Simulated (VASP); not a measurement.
# GaP (F-43m) in VASP: single point with r2SCAN

Aim: the single point of GaP with r2SCAN.

Everything below comes from runs of VASP 6.6.1. Logs are shortened: lines on timing, memory, paths and dates and some standing lists are left out, and cuts for length are marked.

## (1) The cell of the first run

It takes space group F-43m (No. 216, cubic). Conventional cell: a = 5.452 Å, b = 5.452 Å, c = 5.452 Å, α = 90.00°, β = 90.00°, γ = 90.00°. Ga (site symmetry -43m) has 4 P at 2.36 Å within 3.1 Å. Within 3.1 Å of P (site symmetry -43m) lie 4 Ga at 2.36 Å.

## (2) Single point, r2SCAN

POSCAR

```
GaP
1.0
    0.0000000000      2.7258125000      2.7258125000
    2.7258125000      0.0000000000      2.7258125000
    2.7258125000      2.7258125000      0.0000000000
Ga P
1 1
Direct
    0.0000000000      0.0000000000      0.0000000000
    0.7500000000      0.7500000000      0.7500000000
```

INCAR.step1

```
SYSTEM = GaP
  ALGO = Normal
  EDIFF = 1E-5
  ENCUT = 550
  GGA = PE
  GGA_COMPAT = .FALSE.
  ISMEAR = 0
  LASPH = .TRUE.
  LCHARG = .FALSE.
  LREAL = .FALSE.
  LWAVE = .TRUE.
  NBANDS = 16
  NELM = 120
  PREC = Accurate
  SIGMA = 0.01
```

INCAR.step2

```
SYSTEM = GaP
  ALGO = Normal
  EDIFF = 1E-6
  ENCUT = 550
  GGA_COMPAT = .FALSE.
  ISIF = 2
  ISMEAR = 0
  ISTART = 1
  LASPH = .TRUE.
  LCHARG = .FALSE.
  LMIXTAU = .TRUE.
  LREAL = .FALSE.
  LWAVE = .FALSE.
  METAGGA = R2SCAN
  NBANDS = 16
  NELM = 120
  PREC = Accurate
  SIGMA = 0.01
```

KPOINTS

```
k-points
0
G
  9 9 9
  0 0 0
```

Potentials or basis: VASP PAW PBE potentials, release 64 (Ga_d, P).

Command:

```bash
$ cat potpaw_PBE.64/Ga_d/POTCAR potpaw_PBE.64/P/POTCAR > POTCAR
$ cp INCAR.step1 INCAR
$ mpirun -np 1 vasp_std > vasp.out
$ cp INCAR.step2 INCAR
$ mpirun -np 1 vasp_std > vasp.out
```

OUTCAR:

```text
SYSTEM = GaP
   EDIFF = 1E-6
   ENCUT = 550
   ISIF = 2
   ISMEAR = 0
   ISTART = 1
   LASPH = .TRUE.
   LREAL = .FALSE.
   METAGGA = R2SCAN
   NELM = 120
   PREC = Accurate

 ion  position               nearest neighbor table
   1  0.000  0.000  0.000-   2 2.36   2 2.36   2 2.36   2 2.36
   2  0.750  0.750  0.750-   1 2.36   1 2.36   1 2.36   1 2.36

  LATTYP: Found a face centered cubic cell.
 ALAT       =     5.4516250000

  Lattice vectors:

 A1 = (   0.0000000000,   2.7258125000,   2.7258125000)
 A2 = (   2.7258125000,   0.0000000000,   2.7258125000)
 A3 = (   2.7258125000,   2.7258125000,   0.0000000000)

Analysis of symmetry for initial positions (statically):
=====================================================================
 Subroutine PRICEL returns:
 Original cell was already a primitive cell.

 Routine SETGRP: Setting up the symmetry group for a
 face centered cubic supercell.

 Subroutine GETGRP returns: Found 24 space group operations
 (whereof 24 operations were pure point group operations)
 out of a pool of 48 trial point group operations.

The static configuration has the point symmetry T_d .

Analysis of symmetry for dynamics (positions and initial velocities):
=====================================================================
 Subroutine PRICEL returns:
 Original cell was already a primitive cell.

 Routine SETGRP: Setting up the symmetry group for a
 face centered cubic supercell.

 Subroutine GETGRP returns: Found 24 space group operations
 (whereof 24 operations were pure point group operations)
 out of a pool of 48 trial point group operations.

The dynamic configuration has the point symmetry T_d .

 Subroutine INISYM returns: Found 24 space group operations
 (whereof 24 operations are pure point group operations),
 and found     1 'primitive' translations

----------------------------------------------------------------------------------------

                                     Primitive cell

  volume of cell :      40.5059

  direct lattice vectors                    reciprocal lattice vectors
     0.000000000  2.725812500  2.725812500    -0.183431546  0.183431546  0.183431546
     2.725812500  0.000000000  2.725812500     0.183431546 -0.183431546  0.183431546
     2.725812500  2.725812500  0.000000000     0.183431546  0.183431546 -0.183431546

  length of vectors
     3.854881006  3.854881006  3.854881006     0.317712757  0.317712757  0.317712757

  position of ions in fractional coordinates (direct lattice)
     0.000000000  0.000000000  0.000000000
     0.750000000  0.750000000  0.750000000

  ion indices of the primitive-cell ions
   primitive index   ion index
                 1           1
                 2           2

----------------------------------------------------------------------------------------

 KPOINTS: k-points

Automatic generation of k-mesh.
 Grid dimensions read from file:
 generate k-points for:    9    9    9

 Generating k-lattice:

  Cartesian coordinates                     Fractional coordinates (reciprocal lattice)
    -0.020381283  0.020381283  0.020381283     0.111111111  0.000000000  0.000000000
     0.020381283 -0.020381283  0.020381283     0.000000000  0.111111111  0.000000000
     0.020381283  0.020381283 -0.020381283     0.000000000  0.000000000  0.111111111

  Length of vectors
     0.035301417  0.035301417  0.035301417

  Shift w.r.t. Gamma in fractional coordinates (k-lattice)
     0.000000000  0.000000000  0.000000000

 Subroutine IBZKPT returns following result:
 ===========================================

 Found     35 irreducible k-points:

 Following reciprocal coordinates:
            Coordinates               Weight
  0.000000  0.000000  0.000000      1.000000
  0.111111  0.000000  0.000000      8.000000
  0.222222  0.000000  0.000000      8.000000
  0.333333  0.000000  0.000000      8.000000
  0.444444  0.000000  0.000000      8.000000
  0.111111  0.111111  0.000000      6.000000
[... 16 lines left out ...]
 -0.333333  0.333333  0.000000     12.000000
  0.444444  0.444444  0.000000      6.000000
 [... further k-points ...]
   k-points           NKPTS =     35   k-points in BZ     NKDIM =     35   number of bands    NBANDS=     16
   number of dos      NEDOS =    301   number of ions     NIONS =      2
   total plane-waves  NPLWV =  27000
   dimension x,y,z NGX =    30 NGY =   30 NGZ =   30
   dimension x,y,z NGXF=    60 NGYF=   60 NGZF=   60
   ions per type =               1   1
   NGX,Y,Z   is equivalent  to a cutoff of  12.94, 12.94, 12.94 a.u.
   NGXF,Y,Z  is equivalent  to a cutoff of  25.88, 25.88, 25.88 a.u.
 SYSTEM =  GaP
   PREC   = accura    normal or accurate (medium, high low for compatibility)
   ISTART =      1    job   : 0-new  1-cont  2-samecut
   ICHARG =      0    charge: 1-file 2-atom 10-const
   ISPIN  =      1    spin polarized calculation?
   LNONCOLLINEAR =      F non collinear calculations
   LSORBIT =      F    spin-orbit coupling
   LASPH  =      T    aspherical Exc in radial PAW
   ENCUT  =  550.0 eV  40.42 Ry    6.36 a.u.   7.37  7.37  7.37*2*pi/ulx,y,z
   NELM   =    120;   NELMIN=  2; NELMDL=  0     # of ELM steps
   EDIFF  = 0.1E-05   stopping-criterion for ELM
   LREAL  =      F    real-space projection
   EDIFFG = 0.1E-04   stopping-criterion for IOM
   NSW    =      0    number of steps for IOM
   IBRION =     -1    ionic relax: 0-MD 1-quasi-New 2-CG
   NFREE  =      0    steps in history (QN), initial steepest desc. (CG)
   ISIF   =      2    stress and relaxation
   ISYM   =      2    0-nonsym 1-usesym 2-fastsym
   POTIM  = 0.5000    time-step for ionic-motion
   TEBEG  =    0.0;   TEEND  =   0.0 temperature during run
   PSTRESS=    0.0 pullay stress
   NELECT =      18.0000    total number of electrons
   NUPDOWN=      -1.0000    fix difference up-down
   EMIN   =  10.00;   EMAX   =-10.00  energy-range for DOS
   EFERMI =   0.00;   METHOD = LEGACY
   ISMEAR =     0;   SIGMA  =   0.01  broadening in eV -4-tet -1-fermi 0-gaus
   EFERMI_NEDOS =   21; number of points for ismear=-14 and -15
   IALGO  =     38    algorithm
   IMIX   =      4    mixing-type and parameters
     AMIX     =   0.40;   BMIX     =  1.00
     AMIX_MAG =   1.60;   BMIX_MAG =  1.00
  volume/ion in A,a.u.               =      20.25       136.67
  Fermi-wavevector in a.u.,A,eV,Ry     =   1.249280  2.360796 21.234610  1.560700
  Thomas-Fermi vector in A             =   2.383328
   LORBIT       =      0    0 simple, 1 ext, 2 COOP (PROOUT), +10 PAW based schemes
   METAGGA = R2SCAN    functional components
   LHFCALC =     F    Hartree Fock is set to
   AEXX    =    0.0000 exact exchange contribution
   IVDW    =     0    specifies the selected vdW correction
   LEPSILON=     F    determine dielectric tensor
   LRPA    =     F    only Hartree local field effects (RPA)
 non-spin polarized calculation
 Gauss-broadening in eV      SIGMA  =   0.01
  energy-cutoff  :      550.00
  volume of cell :       40.51
 maximum number of plane-waves:      1243
 NGX is ok and might be reduce to    30
   NGX = 15   NGY = 15   NGZ = 15

 number of electron      17.9999989 magnetization

 Free energy of the ion-electron system (eV)
  ---------------------------------------------------
  ext. energy  EPLUGINS =         0.00000000
  ---------------------------------------------------
  free energy    TOTEN  =       -21.46416935 eV

  energy without entropy =      -21.46416935  energy(sigma->0) =      -21.46416935

 E-fermi :   4.4957     XC(G=0): -10.5461

 val. band max:        4.4550152058   @ k =   0.0000   0.0000   0.0000
 cond. band min:       6.3138578090   @ k =   0.4444   0.4444   0.0000
 fundamental gap:      1.8588426032
 Fermi energy:         4.4956605187

 k-point     1 :       0.0000    0.0000    0.0000
  band No.  band energies     occupation
      1     -10.5326      2.00000
      2     -10.5326      2.00000
      3     -10.5326      2.00000
      4     -10.4191      2.00000
      5     -10.4191      2.00000
      6      -8.5616      2.00000
[... 8 lines left out ...]
     15      14.7277      0.00000
     16      14.7278      0.00000

 k-point     2 :       0.1111    0.0000    0.0000
  band No.  band energies     occupation
      1     -10.5456      2.00000
      2     -10.5285      2.00000
      3     -10.5285      2.00000
      4     -10.4191      2.00000
      5     -10.4191      2.00000
      6      -8.3925      2.00000
[... 8 lines left out ...]
     15      14.1868      0.00000
     16      14.6707      0.00000

 k-point     3 :       0.2222    0.0000    0.0000
  band No.  band energies     occupation
      1     -10.5754      2.00000
      2     -10.5191      2.00000
      3     -10.5191      2.00000
      4     -10.4182      2.00000
      5     -10.4182      2.00000
      6      -7.9087      2.00000
[... 8 lines left out ...]
     15      13.8441      0.00000
     16      15.1416      0.00000

 k-point     4 :       0.3333    0.0000    0.0000
  band No.  band energies     occupation
      1     -10.6051      2.00000
      2     -10.5103      2.00000
      3     -10.5103      2.00000
      4     -10.4154      2.00000
      5     -10.4154      2.00000
      6      -7.1953      2.00000
[... 8 lines left out ...]
     15      14.6355      0.00000
     16      14.7927      0.00000

 k-point     5 :       0.4444    0.0000    0.0000
  band No.  band energies     occupation
      1     -10.6228      2.00000
      2     -10.5057      2.00000
      3     -10.5057      2.00000
      4     -10.4122      2.00000
      5     -10.4122      2.00000
      6      -6.5220      2.00000
[... 8 lines left out ...]
     15      16.2665      0.00000
     16      16.2665      0.00000

 k-point     6 :       0.1111    0.1111    0.0000
  band No.  band energies     occupation
      1     -10.5536      2.00000
      2     -10.5247      2.00000
      3     -10.5247      2.00000
      4     -10.4224      2.00000
      5     -10.4163      2.00000
      6      -8.3364      2.00000
[... 8 lines left out ...]
     15      14.9319      0.00000
     16      14.9588      0.00000

 k-point     7 :       0.2222    0.1111    0.0000
  band No.  band energies     occupation
      1     -10.5773      2.00000
      2     -10.5169      2.00000
      3     -10.5151      2.00000
      4     -10.4252      2.00000
      5     -10.4137      2.00000
      6      -7.9574      2.00000
[... 8 lines left out ...]
     15      14.8548      0.00000
     16      16.0374      0.00000

 k-point     8 :       0.3333    0.1111    0.0000
  band No.  band energies     occupation
      1     -10.6034      2.00000
      2     -10.5093      2.00000
      3     -10.5055      2.00000
      4     -10.4246      2.00000
      5     -10.4111      2.00000
      6      -7.3130      2.00000
[... 8 lines left out ...]
     15      15.3836      0.00000
     16      15.7961      0.00000

 k-point     9 :       0.4444    0.1111    0.0000
  band No.  band energies     occupation
      1     -10.6221      2.00000
      2     -10.5042      2.00000
      3     -10.5003      2.00000
      4     -10.4200      2.00000
      5     -10.4097      2.00000
      6      -6.5835      2.00000
[... 8 lines left out ...]
     15      16.4795      0.00000
     16      16.7033      0.00000
[... 172 lines left out ...]
 k-point    19 :      -0.2222    0.2222    0.0000
  band No.  band energies     occupation
      1     -10.6117      2.00000
      2     -10.5029      2.00000
      3     -10.5026      2.00000
      4     -10.4218      2.00000
      5     -10.4153      2.00000
      6      -6.9442      2.00000
[... 8 lines left out ...]
     15      16.9512      0.00000
     16      17.5481      0.00000

 k-point    20 :       0.3333    0.3333    0.0000
  band No.  band energies     occupation
      1     -10.6375      2.00000
      2     -10.4807      2.00000
      3     -10.4807      2.00000
      4     -10.4460      2.00000
      5     -10.4016      2.00000
      6      -6.7122      2.00000
[... 8 lines left out ...]
     15      16.4348      0.00000
     16      19.6931      0.00000

 k-point    21 :       0.4444    0.3333    0.0000
  band No.  band energies     occupation
      1     -10.6484      2.00000
      2     -10.4759      2.00000
      3     -10.4731      2.00000
      4     -10.4477      2.00000
      5     -10.4001      2.00000
      6      -6.1077      2.00000
[... 8 lines left out ...]
     15      17.2200      0.00000
     16      18.7261      0.00000

 k-point    22 :      -0.4444    0.3333    0.0000
  band No.  band energies     occupation
      1     -10.6477      2.00000
      2     -10.4809      2.00000
      3     -10.4725      2.00000
      4     -10.4412      2.00000
      5     -10.4040      2.00000
      6      -5.6215      2.00000
[... 8 lines left out ...]
     15      16.1612      0.00000
     16      19.3259      0.00000

 k-point    23 :      -0.3333    0.3333    0.0000
  band No.  band energies     occupation
      1     -10.6388      2.00000
      2     -10.4897      2.00000
      3     -10.4792      2.00000
      4     -10.4305      2.00000
      5     -10.4114      2.00000
      6      -5.7140      2.00000
[... 8 lines left out ...]
     15      14.5643      0.00000
     16      20.3043      0.00000

 k-point    24 :       0.4444    0.4444    0.0000
  band No.  band energies     occupation
      1     -10.6601      2.00000
      2     -10.4648      2.00000
      3     -10.4648      2.00000
      4     -10.4553      2.00000
      5     -10.3965      2.00000
      6      -5.6818      2.00000
[... 8 lines left out ...]
     15      17.3267      0.00000
     16      18.7267      0.00000

 [... further k-points ...]

------------------------ aborting loop because EDIFF is reached ----------------------------------------

  FORCE on cell =-STRESS in cart. coord.  units (eV):
  Direction    XX          YY          ZZ          XY          YZ          ZX
  --------------------------------------------------------------------------------------
  -------------------------------------------------------------------------------------
  Total       -0.0195988     -0.0195988     -0.0195988     -0.0000000      0.0000000     -0.0000000
  in kB       -0.7752146     -0.7752146     -0.7752146     -0.0000000      0.0000000     -0.0000000
  external PRESSURE =      -0.7752146 kB  Pullay stress =       0.0000000 kB

 VOLUME and BASIS-vectors are now :
 -----------------------------------------------------------------------------
  energy-cutoff  :      550.00
  volume of cell :       40.51
      direct lattice vectors                 reciprocal lattice vectors
     0.000000000  2.725812500  2.725812500    -0.183431546  0.183431546  0.183431546
     2.725812500  0.000000000  2.725812500     0.183431546 -0.183431546  0.183431546
     2.725812500  2.725812500  0.000000000     0.183431546  0.183431546 -0.183431546

 POSITION                                       TOTAL-FORCE (eV/Angst)
 -----------------------------------------------------------------------------------
      0.00000      0.00000      0.00000        -0.000000     -0.000000     -0.000000
      4.08872      4.08872      4.08872         0.000000      0.000000      0.000000
 -----------------------------------------------------------------------------------
    total drift:                                0.000002      0.000002      0.000002

  FREE ENERGIE OF THE ION-ELECTRON SYSTEM (eV)
  ---------------------------------------------------
  free  energy   TOTEN  =       -21.4641693468 eV

  energy  without entropy=      -21.4641693468  energy(sigma->0) =      -21.46416935
```

Wall time 86 s (1 thread of AMD EPYC 7R13 (Zen 3), shared host); peak memory 0.15 GiB.

Results:

```
Free energy            : -21.4642 eV
Pressure               : -0.1 GPa
Band gap on the k mesh : 1.86 eV (least direct gap 2.34 eV)
```

Levels at points of the mesh, in eV from the valence-band top:
| k point | band 7 | band 8 | band 9 | band 10 | band 11 | band 12 |
| --- | --- | --- | --- | --- | --- | --- |
| (0.00, 0.00, 0.00) | 0.00 | 0.00 | 0.00 | 2.34 | 4.19 | 4.19 |

Caveat: the PAW data sets were made with another functional, which shifts forces and pressure a little; an odd mesh through Γ misses points on the zone boundary, where band edges can lie.
